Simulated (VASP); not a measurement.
# TiO2 (I4_1/amd) in VASP: notebook

The runs below take TiO2 through single point, with PBE.

Everything below comes from runs of VASP 6.6.1. Logs are shortened: lines on timing, memory, paths and dates and some standing lists are left out, and cuts for length are marked.

### 1 The cell of the first run

It takes space group I4_1/amd (No. 141, tetragonal). Conventional cell: a = 3.820 Å, b = 3.820 Å, c = 9.878 Å, α = 90.00°, β = 90.00°, γ = 90.00°. Ti (site symmetry -4m2) has 6 O at 1.96 to 2.02 Å within 2.6 Å. Within 2.6 Å of O (site symmetry 2mm) lie 3 Ti at 1.96 to 2.02 Å and 2 O at 2.47 Å.

### 2 Single point, PBE (12.01 Å³/atom)

Contents of INCAR:

```
SYSTEM = TiO2
ALGO = Normal ; EDIFF = 1E-7
ENCUT = 520 ; GGA = PE
ISIF = 2 ; ISMEAR = 0
LASPH = .TRUE. ; LCHARG = .FALSE.
LREAL = .FALSE. ; LWAVE = .FALSE.
NBANDS = 33 ; NELM = 100
PREC = Accurate ; SIGMA = 0.02
```

Contents of KPOINTS:

```
k-points
0
G
  10 10 10
  0 0 0
```

Contents of POSCAR:

```
TiO2
1.0
   -1.9101815802      1.9101815802      4.9388296339
    1.9101815802     -1.9101815802      4.9388296339
    1.9101815802      1.9101815802     -4.9388296339
Ti O
2 4
Direct
    0.0000000000      0.0000000000      0.0000000000
    0.7500000000      0.2500000000      0.5000000000
    0.2044250407      0.2044250407      0.0000000000
    0.9544250407      0.4544250407      0.5000000000
    0.5455749593      0.0455749593      0.5000000000
    0.7955749593      0.7955749593      0.0000000000
```

Potentials or basis: VASP PAW PBE potentials, release 64 (Ti_sv, O).

On the command line:

```bash
$ cat potpaw_PBE.64/Ti_sv/POTCAR potpaw_PBE.64/O/POTCAR > POTCAR
$ mpirun -np 1 vasp_std > vasp.out
```

OUTCAR:

```text
SYSTEM = TiO2
   EDIFF = 1E-7
   ENCUT = 520
   GGA = PE
   ISIF = 2
   ISMEAR = 0
   LASPH = .TRUE.
   LREAL = .FALSE.
   NELM = 100
   PREC = Accurate

 ion  position               nearest neighbor table
   1  0.000  0.000  0.000-   5 1.96   4 1.96   5 1.96   4 1.96   3 2.02   6 2.02
   2  0.750  0.250  0.500-   6 1.96   3 1.96   6 1.96   3 1.96   4 2.02   5 2.02
   3  0.204  0.204  0.000-   2 1.96   2 1.96   1 2.02
   4  0.954  0.454  0.500-   1 1.96   1 1.96   2 2.02
   5  0.546  0.046  0.500-   1 1.96   1 1.96   2 2.02
   6  0.796  0.796  0.000-   2 1.96   2 1.96   1 2.02

  LATTYP: Found a body centered tetragonal cell.
 ALAT       =     3.8203631604
 C/A-ratio  =     2.5855288759

  Lattice vectors:

 A1 = (  -1.9101815802,   1.9101815802,   4.9388296339)
 A2 = (   1.9101815802,  -1.9101815802,   4.9388296339)
 A3 = (   1.9101815802,   1.9101815802,  -4.9388296339)

Analysis of symmetry for initial positions (statically):
=====================================================================
 Subroutine PRICEL returns:
 Original cell was already a primitive cell.

 Routine SETGRP: Setting up the symmetry group for a
 body centered tetragonal supercell.

 Subroutine GETGRP returns: Found 16 space group operations
 (whereof  8 operations were pure point group operations)
 out of a pool of 16 trial point group operations.

The static configuration has the point symmetry D_2d.
 The point group associated with its full space group is D_4h.

Analysis of symmetry for dynamics (positions and initial velocities):
=====================================================================
 Subroutine PRICEL returns:
 Original cell was already a primitive cell.

 Routine SETGRP: Setting up the symmetry group for a
 body centered tetragonal supercell.

 Subroutine GETGRP returns: Found 16 space group operations
 (whereof  8 operations were pure point group operations)
 out of a pool of 16 trial point group operations.

The dynamic configuration has the point symmetry D_2d.
 The point group associated with its full space group is D_4h.

 Subroutine INISYM returns: Found 16 space group operations
 (whereof  8 operations are pure point group operations),
 and found     1 'primitive' translations

----------------------------------------------------------------------------------------

[... 101 lines left out ...]
   LREAL  =      F    real-space projection
   EDIFFG = 0.1E-05   stopping-criterion for IOM
   NSW    =      0    number of steps for IOM
   IBRION =     -1    ionic relax: 0-MD 1-quasi-New 2-CG
   NFREE  =      0    steps in history (QN), initial steepest desc. (CG)
   ISIF   =      2    stress and relaxation
   ISYM   =      2    0-nonsym 1-usesym 2-fastsym
   POTIM  = 0.5000    time-step for ionic-motion
   TEBEG  =    0.0;   TEEND  =   0.0 temperature during run
   PSTRESS=    0.0 pullay stress
   NELECT =      48.0000    total number of electrons
   NUPDOWN=      -1.0000    fix difference up-down
   EMIN   =  10.00;   EMAX   =-10.00  energy-range for DOS
   EFERMI =   0.00;   METHOD = LEGACY
   ISMEAR =     0;   SIGMA  =   0.02  broadening in eV -4-tet -1-fermi 0-gaus
   EFERMI_NEDOS =   21; number of points for ismear=-14 and -15
   IALGO  =     38    algorithm
   IMIX   =      4    mixing-type and parameters
     AMIX     =   0.40;   BMIX     =  1.00
     AMIX_MAG =   1.60;   BMIX_MAG =  1.00
  volume/ion in A,a.u.               =      12.01        81.07
  Fermi-wavevector in a.u.,A,eV,Ry     =   1.429588  2.701529 27.806511  2.043721
  Thomas-Fermi vector in A             =   2.549525
   LORBIT       =      0    0 simple, 1 ext, 2 COOP (PROOUT), +10 PAW based schemes
   GGA     = PE    functional components
   LHFCALC =     F    Hartree Fock is set to
   AEXX    =    0.0000 exact exchange contribution
   IVDW    =     0    specifies the selected vdW correction
   LEPSILON=     F    determine dielectric tensor
   LRPA    =     F    only Hartree local field effects (RPA)
 non-spin polarized calculation
 Gauss-broadening in eV      SIGMA  =   0.02
  energy-cutoff  :      520.00
  volume of cell :       72.08
 maximum number of plane-waves:      1961
 NGX is ok and might be reduce to    42
   NGX = 21   NGY = 21   NGZ = 21

 number of electron      47.9999992 magnetization

 Free energy of the ion-electron system (eV)
  ---------------------------------------------------
  ext. energy  EPLUGINS =         0.00000000
  ---------------------------------------------------
  free energy    TOTEN  =       -53.84250495 eV

  energy without entropy =      -53.84250495  energy(sigma->0) =      -53.84250495

 E-fermi :   3.0754     XC(G=0): -10.4355

 val. band max:        2.8610273944   @ k =  -0.4000   0.4000   0.0000
 cond. band min:       4.9769744087   @ k =   0.0000   0.0000   0.0000
 fundamental gap:      2.1159470143
 Fermi energy:         3.0753612282

 k-point     1 :       0.0000    0.0000    0.0000
  band No.  band energies     occupation
      1     -53.6564      2.00000
      2     -53.6134      2.00000
      3     -30.0503      2.00000
      4     -29.8515      2.00000
      5     -29.8515      2.00000
      6     -29.7989      2.00000
[... 853 lines left out ...]
     32       8.9042      0.00000
     33       9.7754      0.00000

 [... further k-points ...]

------------------------ aborting loop because EDIFF is reached ----------------------------------------

  FORCE on cell =-STRESS in cart. coord.  units (eV):
  Direction    XX          YY          ZZ          XY          YZ          ZX
  --------------------------------------------------------------------------------------
  -------------------------------------------------------------------------------------
  Total       -1.9385608     -1.9385608     -1.9011646      0.0000000      0.0000000      0.0000000
  in kB      -43.0880338    -43.0880338    -42.2568354      0.0000000      0.0000000      0.0000000
  external PRESSURE =     -42.8109677 kB  Pullay stress =       0.0000000 kB

 VOLUME and BASIS-vectors are now :
 -----------------------------------------------------------------------------
  energy-cutoff  :      520.00
  volume of cell :       72.08
      direct lattice vectors                 reciprocal lattice vectors
    -1.910181580  1.910181580  4.938829634     0.000000000  0.261755220  0.101238560
     1.910181580 -1.910181580  4.938829634     0.261755220  0.000000000  0.101238560
     1.910181580  1.910181580 -4.938829634     0.261755220  0.261755220  0.000000000

 POSITION                                       TOTAL-FORCE (eV/Angst)
 -----------------------------------------------------------------------------------
      0.00000      0.00000      0.00000         0.000000      0.000000      0.000000
     -0.00000      1.91018      2.46941         0.000000      0.000000      0.000000
      0.00000      0.00000      2.01924        -0.000000      0.000000      0.015601
      0.00000      1.91018      4.48866         0.000000     -0.000000      0.015601
      0.00000      1.91018      0.45017         0.000000     -0.000000     -0.015601
      0.00000      0.00000      7.85842        -0.000000      0.000000     -0.015601
 -----------------------------------------------------------------------------------
    total drift:                                0.000000      0.000000     -0.000000

  FREE ENERGIE OF THE ION-ELECTRON SYSTEM (eV)
  ---------------------------------------------------
  free  energy   TOTEN  =       -53.8425049464 eV

  energy  without entropy=      -53.8425049464  energy(sigma->0) =      -53.84250495
```

OSZICAR:

```text
N       E                     dE             d eps       ncg     rms          rms(c)
DAV:   1     0.654100249531E+03    0.65410E+03   -0.24230E+04  6732   0.167E+03
DAV:   2     0.297092549162E+02   -0.62439E+03   -0.58095E+03  7398   0.501E+02
DAV:   3    -0.667237361236E+02   -0.96433E+02   -0.94743E+02  9281   0.188E+02
DAV:   4    -0.714094810498E+02   -0.46857E+01   -0.46763E+01 10122   0.406E+01
DAV:   5    -0.716009960154E+02   -0.19151E+00   -0.19149E+00  8709   0.623E+00    0.306E+01
DAV:   6    -0.542325338089E+02    0.17368E+02   -0.82558E+01  9399   0.872E+01    0.118E+01
DAV:   7    -0.541757927700E+02    0.56741E-01   -0.16511E+01  9082   0.344E+01    0.889E+00
DAV:   8    -0.540066506214E+02    0.16914E+00   -0.53923E-01  8594   0.577E+00    0.678E+00
DAV:   9    -0.539667709237E+02    0.39880E-01   -0.13215E+00  9435   0.129E+01    0.332E+00
DAV:  10    -0.538608538166E+02    0.10592E+00   -0.75769E-01  9219   0.800E+00    0.111E+00
DAV:  11    -0.538441153184E+02    0.16738E-01   -0.64811E-02 10072   0.193E+00    0.565E-01
DAV:  12    -0.538432233586E+02    0.89196E-03   -0.12206E-02  8407   0.121E+00    0.226E-01
DAV:  13    -0.538425091615E+02    0.71420E-03   -0.20392E-03  9447   0.422E-01    0.364E-02
DAV:  14    -0.538425056054E+02    0.35561E-05   -0.17458E-04  9007   0.118E-01    0.296E-02
DAV:  15    -0.538425042245E+02    0.13809E-05   -0.91838E-05  8234   0.589E-02    0.540E-03
DAV:  16    -0.538425049919E+02   -0.76739E-06   -0.52988E-06  9311   0.137E-02    0.369E-03
DAV:  17    -0.538425049464E+02    0.45517E-07   -0.71185E-07  7296   0.445E-03
   1 F= -.53842505E+02 E0= -.53842505E+02  d E =-.598257E-54
```

It took 8.4 min on 1 thread of Intel Xeon 8259CL, shared host; peak memory 0.38 GiB.

What came out:

| Item | Value |
| --- | --- |
| Free energy | -53.8425 eV |
| Pressure | -4.3 GPa |
| Largest force | 0.016 eV/Å |
| Band gap on the k mesh | 2.12 eV (least direct gap 2.36 eV) |

Forces in eV/Å, atoms in the order of the input:
```
Ti   0.000  0.000  0.000
Ti   0.000  0.000  0.000
O    0.000  0.000  0.016
O    0.000  0.000  0.016
O    0.000  0.000 -0.016
O    0.000  0.000 -0.016
```

Stress tensor (GPa, compression positive):
```
-4.31  0.00  0.00
 0.00 -4.31  0.00
 0.00  0.00 -4.23
```

Caveat: the cell stands under tension. A k mesh can miss the band edges.

### 3 Single point, PBE (12.36 Å³/atom)

This run uses another cell than the first one, of 12.36 Å³/atom.

Contents of INCAR:

```
PREC     = Accurate       # precision mode
ENCUT    = 520            # plane-wave cutoff, eV
EDIFF    = 1E-7           # SCF threshold, eV
ISMEAR   = 0              # smearing method
SIGMA    = 0.02           # smearing width, eV
LREAL    = F              # projectors in reciprocal space
LASPH    = T              # aspherical terms in the spheres
NELM     = 60             # most SCF steps
ALGO     = Normal         # electronic algorithm
ISIF     = 2              # what is computed and relaxed
LWAVE    = F              # write WAVECAR
LCHARG   = T              # write CHGCAR
GGA      = PE             # functional
LELF     = T              # ELF
LVHAR    = T            
NBANDS   = 33             # bands
```

Contents of KPOINTS:

```
Automatic mesh
0
Gamma
  10 10 10
```

Contents of POSCAR:

```
TiO2
1.0
   -1.9232922475      1.9232922475      5.0136201777
    1.9232922475     -1.9232922475      5.0136201777
    1.9232922475      1.9232922475     -5.0136201777
Ti O
2 4
Direct
    0.0000000000      0.0000000000      0.0000000000
    0.7500000000      0.2500000000      0.5000000000
    0.2027909981      0.2027909981      0.0000000000
    0.9527909981      0.4527909981      0.5000000000
    0.5472090019      0.0472090019      0.5000000000
    0.7972090019      0.7972090019      0.0000000000
```

Potentials or basis: VASP PAW PBE potentials, release 64 (Ti_sv, O).

On the command line:

```bash
$ cat potpaw_PBE.64/Ti_sv/POTCAR potpaw_PBE.64/O/POTCAR > POTCAR
$ mpirun -np 1 vasp_std > vasp.out
```

It took 9.4 min on 1 thread of Intel Xeon 8259CL, shared host; peak memory 0.38 GiB.

The run converged. Its results:

```yaml
Free_energy: -53.7592 eV
Pressure: -8.7 GPa
Largest_force: 0.018 eV/Å
Band_gap_on_the_k_mesh: 2.10 eV (least direct gap 2.31 eV)
```

Forces on the atoms (eV/Å):
```
Ti   0.000  0.000  0.000
Ti   0.000  0.000  0.000
O    0.000  0.000  0.018
O    0.000  0.000  0.018
O    0.000  0.000 -0.018
O    0.000  0.000 -0.018
```

Stress tensor (GPa, compression positive):
```
-8.75  0.00  0.00
 0.00 -8.75  0.00
 0.00  0.00 -8.54
```

Levels at points of the mesh, in eV from the valence-band top:
```csv
k point,band 22,band 23,band 24,band 25,band 26,band 27
"(0.00, 0.00, 0.00)",-0.77,-0.29,-0.29,2.10,2.66,3.90
"(0.50, 0.00, 0.00)",-0.81,-0.71,-0.61,3.07,3.26,3.28
"(0.50, 0.50, 0.00)",-1.75,-0.07,-0.07,2.98,2.98,3.43
"(0.50, 0.50, 0.50)",-1.13,-0.03,-0.03,2.37,2.37,3.56
```

Caveat: the cell stands under tension.
